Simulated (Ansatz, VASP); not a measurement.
Two plane-wave programs on C

INCAR

```
SYSTEM = C
PREC = Accurate
ENCUT = 520
EDIFF = 1E-7
ISMEAR = -1
SIGMA = 0.05
LREAL = .False.
LASPH = .True.
NELM = 60
ALGO = Normal
ISIF = 2
LWAVE = .False.
LCHARG = .True.
GGA = PE
LELF = .True.
LVHAR = .True.
NBANDS = 16
```

KPOINTS

```
regular mesh
0
Gamma
  12 12 4
  0 0 0
```

The input POSCAR:

```
C
1.0
    1.2280479700     -2.1270618200      0.0000000000
    1.2280479700      2.1270618200      0.0000000000
    0.0000000000      0.0000000000      7.1732677600
C
4
Direct
    0.9166205400      0.0833794600      0.7531376000
    0.4166205400      0.5833794600      0.2468624000
    0.0833794600      0.9166205400      0.2468624000
    0.5833794600      0.4166205400      0.7531376000
```

File input.yaml:

```yaml
crystal:
  lattice:
    - [1.22804797, -2.12706182, 0.0]
    - [1.22804797, 2.12706182, 0.0]
    - [0.0, 0.0, 7.17326776]
  atoms:
    - { symbol: C, position: [0.91662054, 0.08337946, 0.7531376] }
    - { symbol: C, position: [0.41662054, 0.58337946, 0.2468624] }
    - { symbol: C, position: [0.08337946, 0.91662054, 0.2468624] }
    - { symbol: C, position: [0.58337946, 0.41662054, 0.7531376] }
hamiltonian:
  xc: pbe
  pseudopotentials: { kind: paw }
kpoints:
  mp_grid: { grid: [12, 12, 4] }
scf:
  occupations: { method: fermi_dirac, width: 0.05 }
output:
  forces: true
  stress: true
  eigenvalues: true
```

Alike in both runs: task single point; functional PBE; k mesh 12 × 12 × 4; occupations fermi-dirac, width 0.05 eV; no spin polarisation.

|  | VASP | Ansatz |
| --- | --- | --- |
| version | VASP 6.6.1 | Ansatz 0.2.0 |
| potentials or method | VASP PAW PBE potentials, release 64 (C) | Ansatz PAW |
| plane-wave cutoff (eV) | 520 | 420 |
| valence electrons in the cell | 16 | 16 |

```tsv
	VASP	Ansatz	Ansatz less VASP
gap on the k mesh at the Fermi level (eV)	0.02	0.02	0.000
least direct gap on the mesh (eV)	0.02	0.02	0.000
pressure (GPa)	4.2	3.8	-0.43
traceless stress, the component that is largest in VASP (GPa)	-2.67	-2.17	+0.500
rms of the force components (eV/Å)	0.014	0.014	0.0000
```

Atom by atom the forces differ by 0.000 eV/Å (rms over components). With one functional, cell and mesh, what is left measures potentials, basis and numerics.
